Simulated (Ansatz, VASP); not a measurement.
**One calculation of Mg5Te3, two programs**

Contents of INCAR:

```
  PREC = Accurate
  ENCUT = 600
  EDIFF = 1E-6
  ISMEAR = 0
  SIGMA = 0.2
  LREAL = F
  LASPH = T
  NELM = 60
  ALGO = Fast
  ISIF = 3
  LWAVE = F
  LCHARG = F
  GGA = PE
  IBRION = 2
  NSW = 36
  EDIFFG = -0.08
```

The input KPOINTS:

```
Automatic mesh
0
Gamma
  5 5 2
```

POSCAR

```
Mg5Te3
1.0
    3.5663401400      0.0000000000      0.0000000000
    0.0000000000      3.5663401400      0.0000000000
    0.0000000000      0.0000000000     14.1221745900
Mg Te
5 3
Direct
    0.0000000000      0.0000000000      0.8732289100
    0.0000000000      0.0000000000      0.1267710900
    0.0000000000      0.0000000000      0.3748377300
    0.0000000000      0.0000000000      0.6251622700
    0.5000000000      0.5000000000      0.0000000000
    0.5000000000      0.5000000000      0.2499350300
    0.5000000000      0.5000000000      0.5000000000
    0.5000000000      0.5000000000      0.7500649700
```

Input for Ansatz:

```yaml
crystal:
  lattice:
    - [3.56634014, 0.0, 0.0]
    - [0.0, 3.56634014, 0.0]
    - [0.0, 0.0, 14.12217459]
  atoms:
    - { symbol: Mg, position: [0.0, 0.0, 0.87322891] }
    - { symbol: Mg, position: [0.0, 0.0, 0.12677109] }
    - { symbol: Mg, position: [0.0, 0.0, 0.37483773] }
    - { symbol: Mg, position: [0.0, 0.0, 0.62516227] }
    - { symbol: Mg, position: [0.5, 0.5, 0.0] }
    - { symbol: Te, position: [0.5, 0.5, 0.24993503] }
    - { symbol: Te, position: [0.5, 0.5, 0.5] }
    - { symbol: Te, position: [0.5, 0.5, 0.75006497] }
basis:
  ecutwfc: 420
kpoints:
  mp_grid: { grid: [5, 5, 2] }
hamiltonian:
  xc: pbe
scf:
  occupations: { method: gaussian, width: 0.2 }
  lower_state_search: "off"
output:
  forces: true
  stress: true
  eigenvalues: true
relax:
  adjacent_minimum: "off"
  f_tol: 0.08
  max_steps: 16
  cell: { stress_tol: 0.8 }
```

Change from the starting cell: species swapped into the Zn5Pd3 type (P4/mmm, No. 123).

Alike in both runs: task relaxation of cell and atoms; functional PBE; k mesh 5 × 5 × 2; occupations gaussian, width 0.2 eV; no spin polarisation.

```csv
,VASP,Ansatz
version,VASP 6.6.1,Ansatz 0.2.0
potentials or method,"VASP PAW PBE potentials, release 64 (Mg, Te), cutoff 600 eV","scalar-relativistic, plane waves, PAW"
valence electrons in the cell,28,98
```

```csv
,VASP,Ansatz,Ansatz less VASP
"gap on the k mesh at the Fermi level, each at its own relaxed structure (eV)",none,none,-
relaxed volume (Å³/atom),25.31,25.31,-0.009
relaxed cell length with the largest relative difference (Å),3.908,3.907,-0.0010
```

A gap of «none» marks a metal or a gap that the smearing closes. VASP's potentials hold 28 valence electrons a cell and Ansatz's 98, so a difference there can come from the potentials and not from the codes.

Neither program's run includes spin-orbit coupling.
